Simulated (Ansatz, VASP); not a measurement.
## Two plane-wave programs on MgAl4CoO8

```
Co Mg Al O
1.0
     0.00000    4.04030    4.04030
     4.04030    0.00000    4.04030
     4.04030    4.04030    0.00000
Co Mg Al O
1 1 4 8
Direct
  0.00024 0.99942 0.00139
  0.25015 0.24946 0.25143
  0.62458 0.62383 0.62585
  0.12697 0.62385 0.62581
  0.62459 0.62387 0.12822
  0.62457 0.12626 0.62579
  0.38860 0.38790 0.38985
  0.41768 0.86029 0.86231
  0.38862 0.38789 0.83611
  0.86102 0.41694 0.86234
  0.83486 0.38789 0.38985
  0.86104 0.86037 0.86215
  0.38861 0.83413 0.38986
  0.86097 0.86025 0.41890
```

Alike in both runs: task single point; functional PBEsol; k mesh 4 × 4 × 4; occupations gaussian, width 0.05 eV; collinear spin.

```csv
,VASP,Ansatz
version,VASP 6.6.1,Ansatz 0.2.0
potentials or method,"VASP PAW PBE potentials, release 64 (Co, Mg, Al, O), cutoff 600 eV","scalar-relativistic, plane waves, PAW"
valence electrons in the cell,71,87
```

Ansatz gave:

* gap on the k mesh at the Fermi level (eV): 0.85
* least direct gap on the mesh (eV): 0.90
* pressure (GPa): 1.2
* rms of the force components (eV/Å): 0.072
* net moment per atom (μB): 0.21
* size of the moment on the site where the two differ most (μB): 2.32

Q: What did VASP give for the same quantities?

A: gap on the k mesh at the Fermi level (eV): 0.84; least direct gap on the mesh (eV): 0.89; pressure (GPa): 1.0; rms of the force components (eV/Å): 0.073; net moment per atom (μB): 0.21; size of the moment on the site where the two differ most (μB): 2.52.

VASP's potentials were made for PBE, not for PBEsol. Site moments also hang on the region over which each program counts them. Atom by atom the forces differ by 0.005 eV/Å (rms over components). VASP's potentials hold 71 valence electrons a cell and Ansatz's 87, so a difference there can come from the potentials and not from the codes. Ansatz's warnings: stress scf threshold loose.
